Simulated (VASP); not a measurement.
# Ce2O (antifluorite type) (Fm-3m) in VASP: a series of runs

The runs below take Ce2O (antifluorite type) through single point, with PBE.

Program: VASP 6.6.1. These are calculated values, not measurements. Logs are shortened: lines on timing, memory, paths and dates and some standing lists are left out, and cuts for length are marked.

### 1 The cell of the first run

The structure is cubic, space group Fm-3m (No. 225). Conventional cell: a = 6.036 Å, b = 6.036 Å, c = 6.036 Å, α = 90.00°, β = 90.00°, γ = 90.00°. Ce (site symmetry -43m) has 4 O at 2.61 Å and 6 Ce at 3.02 Å within 3.4 Å. Within 3.4 Å of O (site symmetry m-3m) lie 8 Ce at 2.61 Å.

### 2 Single point, PBE

The input, INCAR:

```
  ALGO = Normal
  EDIFF = 1E-6
  ENCUT = 520
  GGA = PE
  ISIF = 2
  ISMEAR = -1
  LASPH = T
  LCHARG = T
  LELF = T
  LREAL = F
  LVHAR = T
  LWAVE = F
  NBANDS = 22
  NELM = 80
  PREC = Accurate
  SIGMA = 0.06122561905347299
```

The input, KPOINTS:

```
k-points
0
Gamma
  16 16 16
```

The input, POSCAR:

```
Ce2O
1.0
    0.0000000000      3.0179573120      3.0179573120
    3.0179573120      0.0000000000      3.0179573120
    3.0179573120      3.0179573120      0.0000000000
Ce O
2 1
Direct
    0.2500000000      0.2500000000      0.2500000000
    0.7500000000      0.7500000000      0.7500000000
    0.0000000000      0.0000000000      0.0000000000
```

Potentials or basis: VASP PAW PBE potentials, release 64 (Ce, O).

Started as:

```
> cat potpaw_PBE.64/Ce/POTCAR potpaw_PBE.64/O/POTCAR > POTCAR
> mpirun -np 1 vasp_std > vasp.out
```

OUTCAR:

```text
EDIFF = 1E-6
   ENCUT = 520
   GGA = PE
   ISIF = 2
   ISMEAR = -1
   LASPH = T
   LREAL = F
   NELM = 80
   PREC = Accurate

 ion  position               nearest neighbor table
   1  0.250  0.250  0.250-   2 3.02   2 3.02   2 3.02   2 3.02   2 3.02   2 3.02
   2  0.750  0.750  0.750-   1 3.02   1 3.02   1 3.02   1 3.02   1 3.02   1 3.02
   3  0.000  0.000  0.000-

  LATTYP: Found a face centered cubic cell.
 ALAT       =     6.0359146240

  Lattice vectors:

 A1 = (   0.0000000000,   3.0179573120,   3.0179573120)
 A2 = (   3.0179573120,   0.0000000000,   3.0179573120)
 A3 = (   3.0179573120,   3.0179573120,   0.0000000000)

Analysis of symmetry for initial positions (statically):
=====================================================================
 Subroutine PRICEL returns:
 Original cell was already a primitive cell.

 Routine SETGRP: Setting up the symmetry group for a
 face centered cubic supercell.

 Subroutine GETGRP returns: Found 48 space group operations
 (whereof 48 operations were pure point group operations)
 out of a pool of 48 trial point group operations.

The static configuration has the point symmetry O_h .

Analysis of symmetry for dynamics (positions and initial velocities):
=====================================================================
 Subroutine PRICEL returns:
 Original cell was already a primitive cell.

 Routine SETGRP: Setting up the symmetry group for a
 face centered cubic supercell.

 Subroutine GETGRP returns: Found 48 space group operations
 (whereof 48 operations were pure point group operations)
 out of a pool of 48 trial point group operations.

The dynamic configuration has the point symmetry O_h .

 Subroutine INISYM returns: Found 48 space group operations
 (whereof 48 operations are pure point group operations),
 and found     1 'primitive' translations

----------------------------------------------------------------------------------------

                                     Primitive cell

  volume of cell :      54.9755

  direct lattice vectors                    reciprocal lattice vectors
     0.000000000  3.017957312  3.017957312    -0.165674974  0.165674974  0.165674974
     3.017957312  0.000000000  3.017957312     0.165674974 -0.165674974  0.165674974
     3.017957312  3.017957312  0.000000000     0.165674974  0.165674974 -0.165674974

  length of vectors
     4.268036161  4.268036161  4.268036161     0.286957473  0.286957473  0.286957473

  position of ions in fractional coordinates (direct lattice)
     0.250000000  0.250000000  0.250000000
     0.750000000  0.750000000  0.750000000
     0.000000000  0.000000000  0.000000000

  ion indices of the primitive-cell ions
   primitive index   ion index
                 1           1
                 2           2
                 3           3

----------------------------------------------------------------------------------------

 KPOINTS: k-points

Automatic generation of k-mesh.
 Grid dimensions read from file:
 generate k-points for:   16   16   16

 Generating k-lattice:

  Cartesian coordinates                     Fractional coordinates (reciprocal lattice)
    -0.010354686  0.010354686  0.010354686     0.062500000  0.000000000  0.000000000
     0.010354686 -0.010354686  0.010354686     0.000000000  0.062500000  0.000000000
     0.010354686  0.010354686 -0.010354686     0.000000000  0.000000000  0.062500000

  Length of vectors
     0.017934842  0.017934842  0.017934842

  Shift w.r.t. Gamma in fractional coordinates (k-lattice)
     0.000000000  0.000000000  0.000000000

 Subroutine IBZKPT returns following result:
 ===========================================

 Found    145 irreducible k-points:

 Following reciprocal coordinates:
            Coordinates               Weight
  0.000000  0.000000  0.000000      1.000000
  0.062500  0.000000  0.000000      8.000000
  0.125000  0.000000  0.000000      8.000000
  0.187500  0.000000  0.000000      8.000000
  0.250000  0.000000  0.000000      8.000000
  0.312500  0.000000  0.000000      8.000000
[... 16 lines left out ...]
 -0.125000  0.062500  0.000000     24.000000
 -0.062500  0.062500  0.000000     12.000000
 [... further k-points ...]
   k-points           NKPTS =    145   k-points in BZ     NKDIM =    145   number of bands    NBANDS=     22
   number of dos      NEDOS =    301   number of ions     NIONS =      3
   total plane-waves  NPLWV =  32768
   dimension x,y,z NGX =    32 NGY =   32 NGZ =   32
   dimension x,y,z NGXF=    64 NGYF=   64 NGZF=   64
   ions per type =               2   1
   NGX,Y,Z   is equivalent  to a cutoff of  12.46, 12.46, 12.46 a.u.
   NGXF,Y,Z  is equivalent  to a cutoff of  24.93, 24.93, 24.93 a.u.
 SYSTEM =  unknown system
   PREC   = accura    normal or accurate (medium, high low for compatibility)
   ISTART =      0    job   : 0-new  1-cont  2-samecut
   ICHARG =      2    charge: 1-file 2-atom 10-const
   ISPIN  =      1    spin polarized calculation?
   LNONCOLLINEAR =      F non collinear calculations
   LSORBIT =      F    spin-orbit coupling
   LASPH  =      T    aspherical Exc in radial PAW
   ENCUT  =  520.0 eV  38.22 Ry    6.18 a.u.   7.94  7.94  7.94*2*pi/ulx,y,z
   NELM   =     80;   NELMIN=  2; NELMDL= -5     # of ELM steps
   EDIFF  = 0.1E-05   stopping-criterion for ELM
   LREAL  =      F    real-space projection
   EDIFFG = 0.1E-04   stopping-criterion for IOM
   NSW    =      0    number of steps for IOM
   IBRION =     -1    ionic relax: 0-MD 1-quasi-New 2-CG
   NFREE  =      0    steps in history (QN), initial steepest desc. (CG)
   ISIF   =      2    stress and relaxation
   ISYM   =      2    0-nonsym 1-usesym 2-fastsym
   POTIM  = 0.5000    time-step for ionic-motion
   TEBEG  =    0.0;   TEEND  =   0.0 temperature during run
   PSTRESS=    0.0 pullay stress
   NELECT =      30.0000    total number of electrons
   NUPDOWN=      -1.0000    fix difference up-down
   EMIN   =  10.00;   EMAX   =-10.00  energy-range for DOS
   EFERMI =   0.00;   METHOD = LEGACY
   ISMEAR =    -1;   SIGMA  =   0.06  broadening in eV -4-tet -1-fermi 0-gaus
   EFERMI_NEDOS =   21; number of points for ismear=-14 and -15
   IALGO  =     38    algorithm
   IMIX   =      4    mixing-type and parameters
     AMIX     =   0.40;   BMIX     =  1.00
     AMIX_MAG =   1.60;   BMIX_MAG =  1.00
  volume/ion in A,a.u.               =      18.33       123.66
  Fermi-wavevector in a.u.,A,eV,Ry     =   1.337803  2.528081 24.350575  1.789717
  Thomas-Fermi vector in A             =   2.466323
   LORBIT       =      0    0 simple, 1 ext, 2 COOP (PROOUT), +10 PAW based schemes
   GGA     = PE    functional components
   LHFCALC =     F    Hartree Fock is set to
   AEXX    =    0.0000 exact exchange contribution
   IVDW    =     0    specifies the selected vdW correction
   LEPSILON=     F    determine dielectric tensor
   LRPA    =     F    only Hartree local field effects (RPA)
 non-spin polarized calculation
  energy-cutoff  :      520.00
  volume of cell :       54.98
 maximum number of plane-waves:      1496
   NGX = 15   NGY = 15   NGZ = 15

 number of electron      30.0000004 magnetization

 Free energy of the ion-electron system (eV)
  ---------------------------------------------------
  ext. energy  EPLUGINS =         0.00000000
  ---------------------------------------------------
  free energy    TOTEN  =       -20.49725214 eV

  energy without entropy =      -20.39421106  energy(sigma->0) =      -20.44573160

 E-fermi :  10.3720     XC(G=0): -11.7542

 val. band max:       10.3719511797   @ k =   0.4375   0.1875   0.0000
 cond. band min:      10.3736662870   @ k =   0.4375   0.2500   0.0000
 fundamental gap:      0.0017151072
 Fermi energy:        10.3719581416

 k-point     1 :       0.0000    0.0000    0.0000
  band No.  band energies     occupation
      1     -24.9996      2.00000
      2     -23.5042      2.00000
      3      -9.0792      2.00000
      4      -8.2190      2.00000
      5      -8.2190      2.00000
      6      -8.2190      2.00000
[... 14 lines left out ...]
     21      10.9001      0.00036
     22      11.0477      0.00003

 k-point     2 :       0.0625    0.0000    0.0000
  band No.  band energies     occupation
      1     -24.9856      2.00000
      2     -23.5189      2.00000
      3      -9.1211      2.00000
      4      -8.2104      2.00000
      5      -8.2056      2.00000
      6      -8.2056      2.00000
[... 14 lines left out ...]
     21      10.8953      0.00039
     22      11.0490      0.00003

 k-point     3 :       0.1250    0.0000    0.0000
  band No.  band energies     occupation
      1     -24.9439      2.00000
      2     -23.5623      2.00000
      3      -9.2446      2.00000
      4      -8.1700      2.00000
      5      -8.1655      2.00000
      6      -8.1655      2.00000
[... 14 lines left out ...]
     21      10.9133      0.00029
     22      11.0475      0.00003

 k-point     4 :       0.1875    0.0000    0.0000
  band No.  band energies     occupation
      1     -24.8761      2.00000
      2     -23.6329      2.00000
      3      -9.4300      2.00000
      4      -8.0983      2.00000
      5      -8.0983      2.00000
      6      -8.0811      2.00000
[... 14 lines left out ...]
     21      10.9470      0.00017
     22      11.0443      0.00003

 k-point     5 :       0.2500    0.0000    0.0000
  band No.  band energies     occupation
      1     -24.7847      2.00000
      2     -23.7276      2.00000
      3      -9.6396      2.00000
      4      -8.0039      2.00000
      5      -8.0039      2.00000
      6      -7.9487      2.00000
[... 14 lines left out ...]
     21      10.9603      0.00013
     22      11.0535      0.00003

 k-point     6 :       0.3125    0.0000    0.0000
  band No.  band energies     occupation
      1     -24.6729      2.00000
      2     -23.8425      2.00000
      3      -9.8366      2.00000
      4      -7.8826      2.00000
      5      -7.8826      2.00000
      6      -7.7925      2.00000
[... 14 lines left out ...]
     21      10.9916      0.00008
     22      11.0786      0.00002

 k-point     7 :       0.3750    0.0000    0.0000
  band No.  band energies     occupation
      1     -24.5450      2.00000
      2     -23.9730      2.00000
      3      -9.9942      2.00000
      4      -7.7353      2.00000
      5      -7.7353      2.00000
      6      -7.6393      2.00000
[... 324 lines left out ...]
      6      -7.6365      2.00000
[... 14 lines left out ...]
     21      11.0106      0.00006
     22      11.0660      0.00002

 k-point    21 :      -0.2500    0.0625    0.0000
  band No.  band energies     occupation
      1     -24.7401      2.00000
      2     -23.7721      2.00000
      3      -9.7494      2.00000
      4      -8.1848      2.00000
      5      -7.8160      2.00000
      6      -7.7956      2.00000
[... 14 lines left out ...]
     21      10.9635      0.00013
     22      11.0441      0.00003

 k-point    22 :      -0.1875    0.0625    0.0000
  band No.  band energies     occupation
      1     -24.8375      2.00000
      2     -23.6723      2.00000
      3      -9.5391      2.00000
      4      -8.2473      2.00000
      5      -7.9636      2.00000
      6      -7.9337      2.00000
[... 14 lines left out ...]
     21      10.9740      0.00011
     22      11.0132      0.00006

 k-point    23 :      -0.1250    0.0625    0.0000
  band No.  band energies     occupation
      1     -24.9125      2.00000
      2     -23.5946      2.00000
      3      -9.3397      2.00000
      4      -8.2755      2.00000
      5      -8.0785      2.00000
      6      -8.0489      2.00000
[... 14 lines left out ...]
     21      10.9381      0.00019
     22      11.0366      0.00004

 k-point    24 :      -0.0625    0.0625    0.0000
  band No.  band energies     occupation
      1     -24.9624      2.00000
      2     -23.5428      2.00000
      3      -9.1912      2.00000
      4      -8.2621      2.00000
      5      -8.1566      2.00000
      6      -8.1400      2.00000
[... 14 lines left out ...]
     21      10.9051      0.00033
     22      11.0398      0.00004

 [... further k-points ...]
[... 5 lines left out ...]
  --------------------------------------------------------------------------------------
  -------------------------------------------------------------------------------------
  Total        0.5917950      0.5917950      0.5917950     -0.0000000     -0.0000000      0.0000000
  in kB       17.2469608     17.2469608     17.2469608     -0.0000000     -0.0000000      0.0000000
  external PRESSURE =      17.2469608 kB  Pullay stress =       0.0000000 kB

 VOLUME and BASIS-vectors are now :
 -----------------------------------------------------------------------------
  energy-cutoff  :      520.00
  volume of cell :       54.98
      direct lattice vectors                 reciprocal lattice vectors
     0.000000000  3.017957312  3.017957312    -0.165674974  0.165674974  0.165674974
     3.017957312  0.000000000  3.017957312     0.165674974 -0.165674974  0.165674974
     3.017957312  3.017957312  0.000000000     0.165674974  0.165674974 -0.165674974

 POSITION                                       TOTAL-FORCE (eV/Angst)
 -----------------------------------------------------------------------------------
      1.50898      1.50898      1.50898         0.000000     -0.000000      0.000000
      4.52694      4.52694      4.52694        -0.000000      0.000000     -0.000000
      0.00000      0.00000      0.00000        -0.000000     -0.000000     -0.000000
 -----------------------------------------------------------------------------------
    total drift:                                0.000000     -0.000000      0.000000

  FREE ENERGIE OF THE ION-ELECTRON SYSTEM (eV)
  ---------------------------------------------------
  free  energy   TOTEN  =       -20.4972521389 eV

  energy  without entropy=      -20.3942110581  energy(sigma->0) =      -20.44573160
```

It took 6 min on 1 thread of Oxide Virtual Turin-like, shared host; peak memory 0.28 GiB.

What came out:

```
Free energy            : -20.4973 eV
Pressure               : 1.7 GPa
Band gap on the k mesh : zero (band 15 reaches 10.40 eV, above the bottom of band 16 at 10.31 eV)
```

Caveat: spin-orbit coupling is left out, which moves the levels of the heavy elements; the run has no spin polarisation, though such a crystal can be magnetic; without U or exact exchange the open f shell lies at the Fermi level, which spoils levels, moments and volumes.

(Part 1 of 2 ends here.)
